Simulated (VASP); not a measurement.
# Sb (Pm-3m) in VASP: settings compared

Aim: see how the results for Sb move with the level of theory and the settings. Levels: LDA, PBE. Tasks: electric field gradients.

All numbers are computed with VASP 6.6.1; they aren't measurements. Logs are shortened: lines on timing, memory, paths and dates and some standing lists are left out, and cuts for length are marked.

## Step 1: The cell of the first run

The structure is cubic, space group Pm-3m (No. 221). The conventional cell has a = 3.083 Å, b = 3.083 Å, c = 3.083 Å, α = 90.00°, β = 90.00°, γ = 90.00°. Sb (site symmetry m-3m) has 6 Sb at 3.08 Å within 4.1 Å.

## Step 2: Electric field gradients, LDA

File INCAR:

```
SYSTEM = Sb
PREC     = Accurate       ! precision mode
ENCUT    = 520            ! plane-wave cutoff, eV
EDIFF    = 1E-8           ! SCF threshold, eV
ISMEAR   = -1             ! smearing method
SIGMA    = 0.05           ! smearing width, eV
LREAL    = .False.        ! projectors in reciprocal space
LASPH    = .True.         ! aspherical terms in the spheres
NELM     = 60             ! most SCF steps
ALGO     = Normal         ! electronic algorithm
ISIF     = 2              ! what is computed and relaxed
LWAVE    = .False.        ! write WAVECAR
LCHARG   = .False.        ! write CHGCAR
LEFG     = .True.       
NBANDS   = 8              ! bands
```

File KPOINTS:

```
regular mesh
0
Gamma
  12 12 12
  0 0 0
```

File POSCAR:

```
Sb
1.0
    3.0833436100      0.0000000000      0.0000000000
    0.0000000000      3.0833436100      0.0000000000
    0.0000000000      0.0000000000      3.0833436100
Sb
1
Direct
    0.0000000000      0.0000000000      0.0000000000
```

Potentials or basis: VASP PAW LDA potentials, release 64 (Sb).

Run with:

```sh
$ cat potpaw_LDA.64/Sb/POTCAR > POTCAR
$ mpirun -np 1 vasp_std > vasp.out
```

OUTCAR:

```text
SYSTEM = Sb
   PREC = Accurate
   ENCUT = 520
   EDIFF = 1E-8
   ISMEAR = -1
   LREAL = .False.
   LASPH = .True.
   NELM = 60
   ISIF = 2

 ion  position               nearest neighbor table
   1  0.000  0.000  0.000-

  LATTYP: Found a simple cubic cell.
 ALAT       =     3.0833436100

  Lattice vectors:

 A1 = (   3.0833436100,   0.0000000000,   0.0000000000)
 A2 = (   0.0000000000,   3.0833436100,   0.0000000000)
 A3 = (   0.0000000000,   0.0000000000,   3.0833436100)

Analysis of symmetry for initial positions (statically):
=====================================================================
 Subroutine PRICEL returns:
 Original cell was already a primitive cell.

 Routine SETGRP: Setting up the symmetry group for a
 simple cubic supercell.

 Subroutine GETGRP returns: Found 48 space group operations
 (whereof 48 operations were pure point group operations)
 out of a pool of 48 trial point group operations.

The static configuration has the point symmetry O_h .

Analysis of symmetry for dynamics (positions and initial velocities):
=====================================================================
 Subroutine PRICEL returns:
 Original cell was already a primitive cell.

 Routine SETGRP: Setting up the symmetry group for a
 simple cubic supercell.

 Subroutine GETGRP returns: Found 48 space group operations
 (whereof 48 operations were pure point group operations)
 out of a pool of 48 trial point group operations.

The dynamic configuration has the point symmetry O_h .

 Subroutine INISYM returns: Found 48 space group operations
 (whereof 48 operations are pure point group operations),
 and found     1 'primitive' translations

----------------------------------------------------------------------------------------

                                     Primitive cell

  volume of cell :      29.3134

  direct lattice vectors                    reciprocal lattice vectors
     3.083343610  0.000000000  0.000000000     0.324323243  0.000000000  0.000000000
     0.000000000  3.083343610  0.000000000     0.000000000  0.324323243  0.000000000
     0.000000000  0.000000000  3.083343610     0.000000000  0.000000000  0.324323243

  length of vectors
     3.083343610  3.083343610  3.083343610     0.324323243  0.324323243  0.324323243

  position of ions in fractional coordinates (direct lattice)
     0.000000000  0.000000000  0.000000000

  ion indices of the primitive-cell ions
   primitive index   ion index
                 1           1

----------------------------------------------------------------------------------------

 KPOINTS: regular mesh

Automatic generation of k-mesh.
 Grid dimensions read from file:
 generate k-points for:   12   12   12

 Generating k-lattice:

  Cartesian coordinates                     Fractional coordinates (reciprocal lattice)
     0.027026937  0.000000000  0.000000000     0.083333333  0.000000000  0.000000000
     0.000000000  0.027026937  0.000000000     0.000000000  0.083333333  0.000000000
     0.000000000  0.000000000  0.027026937     0.000000000  0.000000000  0.083333333

  Length of vectors
     0.027026937  0.027026937  0.027026937

  Shift w.r.t. Gamma in fractional coordinates (k-lattice)
     0.000000000  0.000000000  0.000000000

 Subroutine IBZKPT returns following result:
 ===========================================

 Found     84 irreducible k-points:

 Following reciprocal coordinates:
            Coordinates               Weight
  0.000000  0.000000  0.000000      1.000000
  0.083333  0.000000  0.000000      6.000000
  0.166667  0.000000  0.000000      6.000000
  0.250000  0.000000  0.000000      6.000000
  0.333333  0.000000  0.000000      6.000000
  0.416667  0.000000  0.000000      6.000000
[... 16 lines left out ...]
  0.333333  0.333333  0.000000     12.000000
  0.416667  0.333333  0.000000     24.000000
 [... further k-points ...]
   k-points           NKPTS =     84   k-points in BZ     NKDIM =     84   number of bands    NBANDS=      8
   number of dos      NEDOS =    301   number of ions     NIONS =      1
   total plane-waves  NPLWV =  13824
   dimension x,y,z NGX =    24 NGY =   24 NGZ =   24
   dimension x,y,z NGXF=    48 NGYF=   48 NGZF=   48
   ions per type =               1
   NGX,Y,Z   is equivalent  to a cutoff of  12.94, 12.94, 12.94 a.u.
   NGXF,Y,Z  is equivalent  to a cutoff of  25.88, 25.88, 25.88 a.u.
 SYSTEM =  Sb
   PREC   = accura    normal or accurate (medium, high low for compatibility)
   ISTART =      0    job   : 0-new  1-cont  2-samecut
   ICHARG =      2    charge: 1-file 2-atom 10-const
   ISPIN  =      1    spin polarized calculation?
   LNONCOLLINEAR =      F non collinear calculations
   LSORBIT =      F    spin-orbit coupling
   LASPH  =      T    aspherical Exc in radial PAW
   ENCUT  =  520.0 eV  38.22 Ry    6.18 a.u.   5.73  5.73  5.73*2*pi/ulx,y,z
   NELM   =     60;   NELMIN=  2; NELMDL= -5     # of ELM steps
   EDIFF  = 0.1E-07   stopping-criterion for ELM
   LREAL  =      F    real-space projection
   EDIFFG = 0.1E-06   stopping-criterion for IOM
   NSW    =      0    number of steps for IOM
   IBRION =     -1    ionic relax: 0-MD 1-quasi-New 2-CG
   NFREE  =      0    steps in history (QN), initial steepest desc. (CG)
   ISIF   =      2    stress and relaxation
   ISYM   =      2    0-nonsym 1-usesym 2-fastsym
   POTIM  = 0.5000    time-step for ionic-motion
   TEBEG  =    0.0;   TEEND  =   0.0 temperature during run
   PSTRESS=    0.0 pullay stress
   NELECT =       5.0000    total number of electrons
   NUPDOWN=      -1.0000    fix difference up-down
   EMIN   =  10.00;   EMAX   =-10.00  energy-range for DOS
   EFERMI =   0.00;   METHOD = LEGACY
   ISMEAR =    -1;   SIGMA  =   0.05  broadening in eV -4-tet -1-fermi 0-gaus
   EFERMI_NEDOS =   21; number of points for ismear=-14 and -15
   IALGO  =     38    algorithm
   IMIX   =      4    mixing-type and parameters
     AMIX     =   0.40;   BMIX     =  1.00
     AMIX_MAG =   1.60;   BMIX_MAG =  1.00
  volume/ion in A,a.u.               =      29.31       197.82
  Fermi-wavevector in a.u.,A,eV,Ry     =   0.907910  1.715702 11.215296  0.824301
  Thomas-Fermi vector in A             =   2.031774
   LORBIT       =      0    0 simple, 1 ext, 2 COOP (PROOUT), +10 PAW based schemes
   GGA     = CA    functional components
   LHFCALC =     F    Hartree Fock is set to
   AEXX    =    0.0000 exact exchange contribution
   IVDW    =     0    specifies the selected vdW correction
   LEPSILON=     F    determine dielectric tensor
   LRPA    =     F    only Hartree local field effects (RPA)
 non-spin polarized calculation
  energy-cutoff  :      520.00
  volume of cell :       29.31
 maximum number of plane-waves:       840
 NGX is ok and might be reduce to    24
   NGX = 11   NGY = 11   NGZ = 11

 number of electron       4.9999999 magnetization

 Free energy of the ion-electron system (eV)
  ---------------------------------------------------
  ext. energy  EPLUGINS =         0.00000000
  ---------------------------------------------------
  free energy    TOTEN  =        -4.77184343 eV

  energy without entropy =       -4.76563220  energy(sigma->0) =       -4.76873782

 E-fermi :   7.3015     XC(G=0):  -9.8753

 val. band max:        7.2790789339   @ k =   0.4167   0.2500   0.0833
 cond. band min:       7.3135773872   @ k =   0.1667   0.0833   0.0000
 fundamental gap:      0.0344984533
 Fermi energy:         7.3015236249

 k-point     1 :       0.0000    0.0000    0.0000
  band No.  band energies     occupation
      1      -5.3202      2.00000
      2      10.4891      0.00000
      3      10.4891      0.00000
      4      10.4891      0.00000
      5      14.1305      0.00000
      6      14.1305      0.00000
      7      15.5178      0.00000
      8      23.8186      0.00000

 k-point     2 :       0.0833    0.0000    0.0000
  band No.  band energies     occupation
      1      -5.2181      2.00000
      2       9.2728      0.00000
      3      10.5899      0.00000
      4      10.5899      0.00000
      5      14.2084      0.00000
      6      14.8035      0.00000
      7      16.2627      0.00000
      8      23.2391      0.00000

 k-point     3 :       0.1667    0.0000    0.0000
  band No.  band energies     occupation
      1      -4.9154      2.00000
      2       7.2171      1.68821
      3      10.8816      0.00000
      4      10.8816      0.00000
      5      14.4401      0.00000
      6      15.2789      0.00000
      7      18.4169      0.00000
      8      22.0774      0.00000

 k-point     4 :       0.2500    0.0000    0.0000
  band No.  band energies     occupation
      1      -4.4277      2.00000
      2       5.1987      2.00000
      3      11.3292      0.00000
      4      11.3292      0.00000
      5      14.8175      0.00000
      6      15.7579      0.00000
      7      20.6873      0.00000
      8      20.8167      0.00000

 k-point     5 :       0.3333    0.0000    0.0000
  band No.  band energies     occupation
      1      -3.7996      2.00000
      2       3.4266      2.00000
      3      11.8586      0.00000
      4      11.8586      0.00000
      5      15.3150      0.00000
      6      16.3890      0.00000
      7      19.6613      0.00000
      8      19.6613      0.00000
[... 177 lines left out ...]
 k-point    22 :       0.5000    0.2500    0.0000
  band No.  band energies     occupation
      1      -1.9392      2.00000
      2       2.3679      2.00000
      3       7.4279      0.14781
      4      12.3742      0.00000
      5      13.3887      0.00000
      6      17.8700      0.00000
      7      19.0980      0.00000
      8      19.1570      0.00000

 k-point    23 :       0.3333    0.3333    0.0000
  band No.  band energies     occupation
      1      -2.2622      2.00000
      2       4.6252      2.00000
      3       5.0633      2.00000
      4      12.3937      0.00000
      5      13.2473      0.00000
      6      17.2771      0.00000
      7      20.6216      0.00000
      8      20.6957      0.00000

 k-point    24 :       0.4167    0.3333    0.0000
  band No.  band energies     occupation
      1      -1.6068      2.00000
      2       3.4632      2.00000
      3       5.3923      2.00000
      4      11.2877      0.00000
      5      13.7243      0.00000
      6      17.9687      0.00000
      7      19.8492      0.00000
      8      20.3798      0.00000

 [... further k-points ...]
[... 5 lines left out ...]
  --------------------------------------------------------------------------------------
  -------------------------------------------------------------------------------------
  Total       -0.4054416     -0.4054416     -0.4054416      0.0000000      0.0000000     -0.0000000
  in kB      -22.1601706    -22.1601706    -22.1601706      0.0000000      0.0000000     -0.0000000
  external PRESSURE =     -22.1601706 kB  Pullay stress =       0.0000000 kB

 VOLUME and BASIS-vectors are now :
 -----------------------------------------------------------------------------
  energy-cutoff  :      520.00
  volume of cell :       29.31
      direct lattice vectors                 reciprocal lattice vectors
     3.083343610  0.000000000  0.000000000     0.324323243  0.000000000  0.000000000
     0.000000000  3.083343610  0.000000000     0.000000000  0.324323243  0.000000000
     0.000000000  0.000000000  3.083343610     0.000000000  0.000000000  0.324323243

 POSITION                                       TOTAL-FORCE (eV/Angst)
 -----------------------------------------------------------------------------------
      0.00000      0.00000      0.00000         0.000000      0.000000      0.000000
 -----------------------------------------------------------------------------------
    total drift:                                0.000000      0.000000      0.000000

  FREE ENERGIE OF THE ION-ELECTRON SYSTEM (eV)
  ---------------------------------------------------
  free  energy   TOTEN  =        -4.7718434293 eV

  energy  without entropy=       -4.7656322022  energy(sigma->0) =       -4.76873782

 Electric field gradients (V/A^2)
---------------------------------------------------------------------
 ion       V_xx      V_yy      V_zz      V_xy      V_xz      V_yz
---------------------------------------------------------------------
   1       0.000     0.000    -0.000     0.000    -0.000     0.000
---------------------------------------------------------------------

 Electric field gradients after diagonalization (V/A^2)
 (convention: |V_zz| > |V_xx| > |V_yy|)
----------------------------------------------------------------------
 ion       V_xx      V_yy      V_zz     asymmetry (V_yy - V_xx)/ V_zz
----------------------------------------------------------------------
   1       0.000    -0.000     0.000      -0.950
----------------------------------------------------------------------

           NMR quadrupolar parameters

 Cq : quadrupolar parameter    Cq=e*Q*V_zz/h
 eta: asymmetry parameters     (V_yy - V_xx)/ V_zz
 Q  : nuclear electric quadrupole moment in mb (millibarn)
----------------------------------------------------------------------
 ion       Cq(MHz)       eta       Q (mb)
----------------------------------------------------------------------
   1       0.000      -0.950       1.000
----------------------------------------------------------------------
```

It took 3.9 s on 1 thread of Intel Xeon 6975P-C (Granite Rapids), shared host; peak memory 0.13 GiB.

Results:

| Quantity | Value |
| --- | --- |
| Free energy | -4.7718 eV |
| Pressure | -2.2 GPa |

Levels at points of the mesh, in eV from the Fermi level:
| k point | band 1 | band 2 | band 3 | band 4 | band 5 | band 6 | band 7 | band 8 |
| --- | --- | --- | --- | --- | --- | --- | --- | --- |
| (0.00, 0.00, 0.00) | -12.62 | 3.19 | 3.19 | 3.19 | 6.83 | 6.83 | 8.22 | 16.52 |
| (0.50, 0.00, 0.00) | -10.15 | -5.76 | 5.23 | 5.23 | 8.83 | 10.53 | 11.17 | 11.17 |
| (0.50, 0.50, 0.00) | -7.54 | -3.68 | -3.68 | 2.05 | 7.30 | 12.50 | 12.88 | 12.88 |
| (0.50, 0.50, 0.50) | -4.62 | -1.73 | -1.73 | -1.73 | 4.74 | 4.74 | 4.74 | 6.79 |

Caveat: without QUAD_EFG the Cq values of the log hold for a quadrupole moment of 1 mb, not for the nuclei; spin-orbit coupling is left out, which moves the levels of the heavy elements.

(Continued in part 2 of 2.)
